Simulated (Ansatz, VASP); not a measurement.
Ta: VASP beside Ansatz

```
Ta
1.0
     0.00000    2.11132    2.11132
     2.11132    0.00000    2.11132
     2.11132    2.11132    0.00000
Ta
1
Cartesian
  0.0000 0.0000 0.0000
```

Alike in both runs: functional PBE; k mesh 14 × 14 × 14; occupations fermi-dirac, width 0.05 eV; no spin polarisation.

Ansatz relaxed the structure, and its values are those at the end. VASP's run is a single point on that final structure, the one shown.

```csv
,VASP,Ansatz
version,VASP 6.6.1,Ansatz 0.2.0
potentials or method,"VASP PAW PBE potentials, release 64 (Ta_pv)","PAW with Ansatz's earlier generated frozen-core files (soft_1), scalar-relativistic"
plane-wave cutoff (eV),500,420
valence electrons in the cell,11,13
```

```tsv
	VASP	Ansatz	Ansatz less VASP
pressure (GPa)	0.0	0.0	-0.01
```

The functional is the same, so the differences come from potentials, cutoffs and numerics. VASP's potentials hold 11 valence electrons a cell and Ansatz's 13, so a difference there can come from the potentials and not from the codes.

Spin-orbit coupling is off throughout.
